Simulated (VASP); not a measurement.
ZnSe, 4 atoms in the cell. It takes space group P4/nmm (No. 129, tetragonal). The conventional cell has a = 4.088 Å, b = 4.088 Å, c = 5.613 Å, α = 90.00°, β = 90.00°, γ = 90.00°. Within 3.4 Å of Zn (site symmetry -4m2) lie 4 Se at 2.60 Å and 4 Zn at 2.89 Å. Within 3.4 Å of Se (site symmetry 4mm) lie 4 Zn at 2.60 Å.  This cell differs from its parent crystal: atoms shifted along a free coordinate.

| Property | Result |
| --- | --- |
| Program | VASP 6.6.1 |
| Task | single point |
| Functional | PBEsol |
| Potentials or basis | VASP PAW PBE potentials, release 64 (Zn, Se) |
| Cutoff | 520 eV |
| k mesh | 8 × 8 × 6 |
| Occupations | gaussian, width 0.05 eV |
| Spin | no spin polarisation |
| Dipole correction | no |
| Further INCAR settings | ALGO = Normal; EDIFF = 1e-06; NBANDS = 26 |

Potentials or basis: VASP PAW PBE potentials, release 64 (Zn, Se).

Run with:

```bash
$ cat potpaw_PBE.64/Zn/POTCAR potpaw_PBE.64/Se/POTCAR > POTCAR
$ mpirun -np 1 vasp_std > vasp.out
```

Hardware: 1 thread of AMD EPYC 7R13, on a shared host.

Problem. How long does it take, and how much memory?

Solution. Wall time 2.7 min on 1 thread of AMD EPYC 7R13 (shared host), peak memory 0.23 GiB. Counts: scf iterations 13, k points 60.
